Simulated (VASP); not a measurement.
# NbTe (P-6m2) in VASP: a series of runs

Runs on NbTe. Level: LDA. Tasks: single point.

Everything below comes from runs of VASP 6.6.1. Logs are shortened: lines on timing, memory, paths and dates and some standing lists are left out, and cuts for length are marked.

### Step 1. The cell of the first run

Symmetry: P-6m2, No. 187, hexagonal system. Conventional cell: a = 3.727 Å, b = 3.727 Å, c = 3.719 Å, α = 90.00°, β = 90.00°, γ = 120.00°. Te (site symmetry -6m2) has 6 Nb at 2.84 Å within 3.7 Å. Within 3.7 Å of Nb (site symmetry -6m2) lie 6 Te at 2.84 Å.

### Step 2. Single point, LDA (volume scaled by 1.02)

The input, INCAR:

```
SYSTEM = NbTe
PREC = Accurate
ENCUT = 520
EDIFF = 1E-6
ISMEAR = -1
SIGMA = 0.05
LREAL = .FALSE.
LASPH = .TRUE.
NELM = 80
ALGO = Normal
ISIF = 2
LWAVE = .FALSE.
LCHARG = .FALSE.
GGA = CA
NBANDS = 16
```

The input, KPOINTS:

```
Automatic mesh
0
G
  8 8 7
  0 0 0
```

The input, POSCAR:

```
NbTe
1.0
    3.7274981105      0.0000000000      0.0000000000
   -1.8637490552      3.2281080563      0.0000000000
    0.0000000000      0.0000000000      3.7186766865
Te Nb
1 1
Direct
    0.6666666667      0.3333333333      0.0000000000
    0.0000000000      0.0000000000      0.5000000000
```

Potentials or basis: VASP PAW LDA potentials, release 64 (Te, Nb_sv).

The run is started by

```
> cat potpaw_LDA.64/Te/POTCAR potpaw_LDA.64/Nb_sv/POTCAR > POTCAR
> mpirun -np 1 vasp_std > vasp.out
```

OUTCAR:

```text
SYSTEM = NbTe
   PREC = Accurate
   ENCUT = 520
   EDIFF = 1E-6
   ISMEAR = -1
   LREAL = .FALSE.
   LASPH = .TRUE.
   NELM = 80
   ISIF = 2
   GGA = CA

 ion  position               nearest neighbor table
   1  0.667  0.333  0.000-   2 2.84   2 2.84   2 2.84   2 2.84   2 2.84   2 2.84
   2  0.000  0.000  0.500-   1 2.84   1 2.84   1 2.84   1 2.84   1 2.84   1 2.84

  LATTYP: Found a hexagonal cell.
 ALAT       =     3.7274981105
 C/A-ratio  =     0.9976334196

  Lattice vectors:

 A1 = (   3.7274981105,   0.0000000000,   0.0000000000)
 A2 = (  -1.8637490552,   3.2281080563,   0.0000000000)
 A3 = (   0.0000000000,   0.0000000000,   3.7186766865)

Analysis of symmetry for initial positions (statically):
=====================================================================
 Subroutine PRICEL returns:
 Original cell was already a primitive cell.

 Routine SETGRP: Setting up the symmetry group for a
 hexagonal supercell.

 Subroutine GETGRP returns: Found 12 space group operations
 (whereof 12 operations were pure point group operations)
 out of a pool of 24 trial point group operations.

The static configuration has the point symmetry D_3h.

Analysis of symmetry for dynamics (positions and initial velocities):
=====================================================================
 Subroutine PRICEL returns:
 Original cell was already a primitive cell.

 Routine SETGRP: Setting up the symmetry group for a
 hexagonal supercell.

 Subroutine GETGRP returns: Found 12 space group operations
 (whereof 12 operations were pure point group operations)
 out of a pool of 24 trial point group operations.

The dynamic configuration has the point symmetry D_3h.

 Subroutine INISYM returns: Found 12 space group operations
 (whereof 12 operations are pure point group operations),
 and found     1 'primitive' translations

----------------------------------------------------------------------------------------

                                     Primitive cell

  volume of cell :      44.7460

  direct lattice vectors                    reciprocal lattice vectors
     3.727498111  0.000000000  0.000000000     0.268276461  0.154889487  0.000000000
    -1.863749055  3.228108056  0.000000000     0.000000000  0.309778973  0.000000000
     0.000000000  0.000000000  3.718676686     0.000000000  0.000000000  0.268912865

  length of vectors
     3.727498111  3.727498111  3.718676686     0.309778973  0.309778973  0.268912865

  position of ions in fractional coordinates (direct lattice)
     0.666666667  0.333333333  0.000000000
     0.000000000  0.000000000  0.500000000

  ion indices of the primitive-cell ions
   primitive index   ion index
                 1           1
                 2           2

----------------------------------------------------------------------------------------

 KPOINTS: Automatic mesh

Automatic generation of k-mesh.
 Grid dimensions read from file:
 generate k-points for:    8    8    7

 Generating k-lattice:

  Cartesian coordinates                     Fractional coordinates (reciprocal lattice)
     0.033534558  0.019361186  0.000000000     0.125000000  0.000000000  0.000000000
     0.000000000  0.038722372  0.000000000     0.000000000  0.125000000  0.000000000
     0.000000000  0.000000000  0.038416124     0.000000000  0.000000000  0.142857143

  Length of vectors
     0.038722372  0.038722372  0.038416124

  Shift w.r.t. Gamma in fractional coordinates (k-lattice)
     0.000000000  0.000000000  0.000000000

 Subroutine IBZKPT returns following result:
 ===========================================

 Found     40 irreducible k-points:

 Following reciprocal coordinates:
            Coordinates               Weight
  0.000000  0.000000  0.000000      1.000000
  0.125000  0.000000  0.000000      6.000000
  0.250000  0.000000  0.000000      6.000000
  0.375000  0.000000  0.000000      6.000000
  0.500000  0.000000  0.000000      3.000000
  0.125000  0.125000  0.000000      6.000000
[... 16 lines left out ...]
  0.250000  0.000000  0.285714     12.000000
  0.375000  0.000000  0.285714     12.000000
 [... further k-points ...]
   k-points           NKPTS =     40   k-points in BZ     NKDIM =     40   number of bands    NBANDS=     16
   number of dos      NEDOS =    301   number of ions     NIONS =      2
   total plane-waves  NPLWV =  21952
   dimension x,y,z NGX =    28 NGY =   28 NGZ =   28
   dimension x,y,z NGXF=    56 NGYF=   56 NGZF=   56
   ions per type =               1   1
   NGX,Y,Z   is equivalent  to a cutoff of  12.49, 12.49, 12.52 a.u.
   NGXF,Y,Z  is equivalent  to a cutoff of  24.98, 24.98, 25.04 a.u.
 SYSTEM =  NbTe
   PREC   = accura    normal or accurate (medium, high low for compatibility)
   ISTART =      0    job   : 0-new  1-cont  2-samecut
   ICHARG =      2    charge: 1-file 2-atom 10-const
   ISPIN  =      1    spin polarized calculation?
   LNONCOLLINEAR =      F non collinear calculations
   LSORBIT =      F    spin-orbit coupling
   LASPH  =      T    aspherical Exc in radial PAW
   ENCUT  =  520.0 eV  38.22 Ry    6.18 a.u.   6.93  6.93  6.91*2*pi/ulx,y,z
   NELM   =     80;   NELMIN=  2; NELMDL= -5     # of ELM steps
   EDIFF  = 0.1E-05   stopping-criterion for ELM
   LREAL  =      F    real-space projection
   EDIFFG = 0.1E-04   stopping-criterion for IOM
   NSW    =      0    number of steps for IOM
   IBRION =     -1    ionic relax: 0-MD 1-quasi-New 2-CG
   NFREE  =      0    steps in history (QN), initial steepest desc. (CG)
   ISIF   =      2    stress and relaxation
   ISYM   =      2    0-nonsym 1-usesym 2-fastsym
   POTIM  = 0.5000    time-step for ionic-motion
   TEBEG  =    0.0;   TEEND  =   0.0 temperature during run
   PSTRESS=    0.0 pullay stress
   NELECT =      19.0000    total number of electrons
   NUPDOWN=      -1.0000    fix difference up-down
   EMIN   =  10.00;   EMAX   =-10.00  energy-range for DOS
   EFERMI =   0.00;   METHOD = LEGACY
   ISMEAR =    -1;   SIGMA  =   0.05  broadening in eV -4-tet -1-fermi 0-gaus
   EFERMI_NEDOS =   21; number of points for ismear=-14 and -15
   IALGO  =     38    algorithm
   IMIX   =      4    mixing-type and parameters
     AMIX     =   0.40;   BMIX     =  1.00
     AMIX_MAG =   1.60;   BMIX_MAG =  1.00
  volume/ion in A,a.u.               =      22.37       150.98
  Fermi-wavevector in a.u.,A,eV,Ry     =   1.230480  2.325271 20.600339  1.514082
  Thomas-Fermi vector in A             =   2.365327
   LORBIT       =      0    0 simple, 1 ext, 2 COOP (PROOUT), +10 PAW based schemes
   GGA     = CA    functional components
   LHFCALC =     F    Hartree Fock is set to
   AEXX    =    0.0000 exact exchange contribution
   IVDW    =     0    specifies the selected vdW correction
   LEPSILON=     F    determine dielectric tensor
   LRPA    =     F    only Hartree local field effects (RPA)
 non-spin polarized calculation
  energy-cutoff  :      520.00
  volume of cell :       44.75
 maximum number of plane-waves:      1218
 NGX is ok and might be reduce to    28
   NGX = 13   NGY = 13   NGZ = 13

 number of electron      19.0000000 magnetization

 Free energy of the ion-electron system (eV)
  ---------------------------------------------------
  ext. energy  EPLUGINS =         0.00000000
  ---------------------------------------------------
  free energy    TOTEN  =       -15.41510389 eV

  energy without entropy =      -15.40337558  energy(sigma->0) =      -15.40923973

 E-fermi :  10.5938     XC(G=0): -11.3568

 val. band max:       10.5892890366   @ k =   0.1250   0.0000   0.2857
 cond. band min:      10.6450116129   @ k =   0.2500   0.1250   0.2857
 fundamental gap:      0.0557225763
 Fermi energy:        10.5937784234

 k-point     1 :       0.0000    0.0000    0.0000
  band No.  band energies     occupation
      1     -44.7054      2.00000
      2     -21.0517      2.00000
      3     -20.8619      2.00000
      4     -20.8619      2.00000
      5      -3.5358      2.00000
      6       7.4964      2.00000
[... 8 lines left out ...]
     15      16.4730      0.00000
     16      17.5350      0.00000

 k-point     2 :       0.1250    0.0000    0.0000
  band No.  band energies     occupation
      1     -44.7042      2.00000
      2     -21.0486      2.00000
      3     -20.8804      2.00000
      4     -20.8663      2.00000
      5      -3.3547      2.00000
      6       6.7213      2.00000
[... 8 lines left out ...]
     15      16.3364      0.00000
     16      18.2706      0.00000

 k-point     3 :       0.2500    0.0000    0.0000
  band No.  band energies     occupation
      1     -44.7013      2.00000
      2     -21.0413      2.00000
      3     -20.9246      2.00000
      4     -20.8768      2.00000
      5      -2.8638      2.00000
      6       5.3511      2.00000
[... 8 lines left out ...]
     15      17.3450      0.00000
     16      18.7983      0.00000

 k-point     4 :       0.3750    0.0000    0.0000
  band No.  band energies     occupation
      1     -44.6984      2.00000
      2     -21.0339      2.00000
      3     -20.9683      2.00000
      4     -20.8873      2.00000
      5      -2.2562      2.00000
      6       4.0884      2.00000
[... 8 lines left out ...]
     15      16.9473      0.00000
     16      19.1063      0.00000
[... 324 lines left out ...]
 k-point    22 :       0.1250    0.0000    0.2857
  band No.  band energies     occupation
      1     -44.7013      2.00000
      2     -21.1121      2.00000
      3     -20.8738      2.00000
      4     -20.8603      2.00000
      5      -2.7116      2.00000
      6       4.7074      2.00000
[... 8 lines left out ...]
     15      17.1532      0.00000
     16      18.5752      0.00000

 k-point    23 :       0.2500    0.0000    0.2857
  band No.  band energies     occupation
      1     -44.6984      2.00000
      2     -21.1018      2.00000
      3     -20.9157      2.00000
      4     -20.8699      2.00000
      5      -2.3575      2.00000
      6       4.9443      2.00000
[... 8 lines left out ...]
     15      17.2627      0.00000
     16      18.9435      0.00000

 k-point    24 :       0.3750    0.0000    0.2857
  band No.  band energies     occupation
      1     -44.6956      2.00000
      2     -21.0915      2.00000
      3     -20.9572      2.00000
      4     -20.8795      2.00000
      5      -1.9367      2.00000
      6       4.4838      2.00000
[... 8 lines left out ...]
     15      16.7795      0.00000
     16      19.0691      0.00000

 [... further k-points ...]
[... 5 lines left out ...]
  --------------------------------------------------------------------------------------
  -------------------------------------------------------------------------------------
  Total       -2.5336584     -2.5336584     -2.9132906     -0.0000000     -0.0000000     -0.0000000
  in kB      -90.7203537    -90.7203537   -104.3134896     -0.0000000     -0.0000000     -0.0000000
  external PRESSURE =     -95.2513990 kB  Pullay stress =       0.0000000 kB

 VOLUME and BASIS-vectors are now :
 -----------------------------------------------------------------------------
  energy-cutoff  :      520.00
  volume of cell :       44.75
      direct lattice vectors                 reciprocal lattice vectors
     3.727498111  0.000000000  0.000000000     0.268276461  0.154889487  0.000000000
    -1.863749055  3.228108056  0.000000000     0.000000000  0.309778973  0.000000000
     0.000000000  0.000000000  3.718676686     0.000000000  0.000000000  0.268912865

 POSITION                                       TOTAL-FORCE (eV/Angst)
 -----------------------------------------------------------------------------------
      1.86375      1.07604      0.00000        -0.000000      0.000000      0.000000
      0.00000      0.00000      1.85934         0.000000      0.000000      0.000000
 -----------------------------------------------------------------------------------
    total drift:                               -0.000000      0.000000      0.000000

  FREE ENERGIE OF THE ION-ELECTRON SYSTEM (eV)
  ---------------------------------------------------
  free  energy   TOTEN  =       -15.4151038887 eV

  energy  without entropy=      -15.4033755803  energy(sigma->0) =      -15.40923973
```

Wall time 15 s (1 thread of Intel Xeon 6975P-C, shared host); peak memory 0.16 GiB.

Results:

- Free energy: -15.4151 eV
- Pressure: -9.5 GPa

Caveat: spin-orbit coupling is left out, which moves the levels of the heavy elements.

### Step 3. Single point, LDA (volume scaled by 1.04)

The input, INCAR:

```
PREC = Accurate ; ENCUT = 520
EDIFF = 1E-6 ; ISMEAR = -1
SIGMA = 0.05 ; LREAL = False
LASPH = True ; NELM = 100
ALGO = Normal ; ISIF = 2
LWAVE = False ; LCHARG = False
GGA = CA ; NBANDS = 16
```

The input, KPOINTS:

```
Automatic mesh
0
Gamma
  8 8 7
```

The input, POSCAR:

```
NbTe
1.0
    3.7517033219      0.0000000000      0.0000000000
   -1.8758516609      3.2490703843      0.0000000000
    0.0000000000      0.0000000000      3.7428246143
Te Nb
1 1
Direct
    0.6666666667      0.3333333333      0.0000000000
    0.0000000000      0.0000000000      0.5000000000
```

Potentials or basis: VASP PAW LDA potentials, release 64 (Te, Nb_sv).

The run is started by

```
> cat potpaw_LDA.64/Te/POTCAR potpaw_LDA.64/Nb_sv/POTCAR > POTCAR
> mpirun -np 1 vasp_std > vasp.out
```

OUTCAR:

```text
PREC = Accurate
   ENCUT = 520
   EDIFF = 1E-6
   ISMEAR = -1
   LREAL = False
   LASPH = True
   NELM = 100
   ISIF = 2
   GGA = CA

 ion  position               nearest neighbor table
   1  0.667  0.333  0.000-   2 2.86   2 2.86   2 2.86   2 2.86   2 2.86   2 2.86
   2  0.000  0.000  0.500-   1 2.86   1 2.86   1 2.86   1 2.86   1 2.86   1 2.86

  LATTYP: Found a hexagonal cell.
 ALAT       =     3.7517033219
 C/A-ratio  =     0.9976334196

  Lattice vectors:

 A1 = (   3.7517033219,   0.0000000000,   0.0000000000)
 A2 = (  -1.8758516609,   3.2490703843,   0.0000000000)
 A3 = (   0.0000000000,   0.0000000000,   3.7428246143)

Analysis of symmetry for initial positions (statically):
=====================================================================
 Subroutine PRICEL returns:
 Original cell was already a primitive cell.

 Routine SETGRP: Setting up the symmetry group for a
 hexagonal supercell.

 Subroutine GETGRP returns: Found 12 space group operations
 (whereof 12 operations were pure point group operations)
 out of a pool of 24 trial point group operations.

[... 155 lines left out ...]
  ---------------------------------------------------
  ext. energy  EPLUGINS =         0.00000000
  ---------------------------------------------------
  free energy    TOTEN  =       -15.35821332 eV

  energy without entropy =      -15.34610685  energy(sigma->0) =      -15.35216009

 E-fermi :  10.3155     XC(G=0): -11.2655

 val. band max:       10.3065040301   @ k =   0.1250   0.0000   0.2857
 cond. band min:      10.3691527117   @ k =   0.2500   0.1250   0.2857
 fundamental gap:      0.0626486816
 Fermi energy:        10.3154835462

 k-point     1 :       0.0000    0.0000    0.0000
  band No.  band energies     occupation
      1     -45.0079      2.00000
      2     -21.3450      2.00000
      3     -21.1605      2.00000
      4     -21.1605      2.00000
      5      -3.6922      2.00000
      6       7.2702      2.00000
[... 433 lines left out ...]
      3     -21.2480      2.00000
      4     -21.1767      2.00000
      5      -2.1460      2.00000
      6       4.3050      2.00000
[... 8 lines left out ...]
     15      16.4041      0.00000
     16      18.6740      0.00000

 [... further k-points ...]
[... 5 lines left out ...]
  --------------------------------------------------------------------------------------
  -------------------------------------------------------------------------------------
  Total       -3.0385522     -3.0385522     -3.5774661     -0.0000000      0.0000000      0.0000000
  in kB     -106.7063338   -106.7063338   -125.6316383     -0.0000000      0.0000000      0.0000000
  external PRESSURE =    -113.0147686 kB  Pullay stress =       0.0000000 kB

 VOLUME and BASIS-vectors are now :
 -----------------------------------------------------------------------------
  energy-cutoff  :      520.00
  volume of cell :       45.62
      direct lattice vectors                 reciprocal lattice vectors
     3.751703322  0.000000000  0.000000000     0.266545597  0.153890172  0.000000000
    -1.875851661  3.249070384  0.000000000     0.000000000  0.307780344  0.000000000
     0.000000000  0.000000000  3.742824614     0.000000000  0.000000000  0.267177895

 POSITION                                       TOTAL-FORCE (eV/Angst)
 -----------------------------------------------------------------------------------
      1.87585      1.08302      0.00000         0.000000      0.000000      0.000000
      0.00000      0.00000      1.87141        -0.000000      0.000000      0.000000
 -----------------------------------------------------------------------------------
    total drift:                               -0.000000      0.000000     -0.000000

  FREE ENERGIE OF THE ION-ELECTRON SYSTEM (eV)
  ---------------------------------------------------
  free  energy   TOTEN  =       -15.3582133216 eV

  energy  without entropy=      -15.3461068510  energy(sigma->0) =      -15.35216009
```

Wall time 16 s (1 thread of Intel Xeon 6975P-C, shared host); peak memory 0.16 GiB.

Results:

```yaml
Free_energy: -15.3582 eV
Pressure: -11.3 GPa
```

Stress tensor (GPa, compression positive):
```
-10.67   0.00   0.00
  0.00 -10.67   0.00
  0.00   0.00 -12.56
```

Caveat: spin-orbit coupling is left out, which moves the levels of the heavy elements.
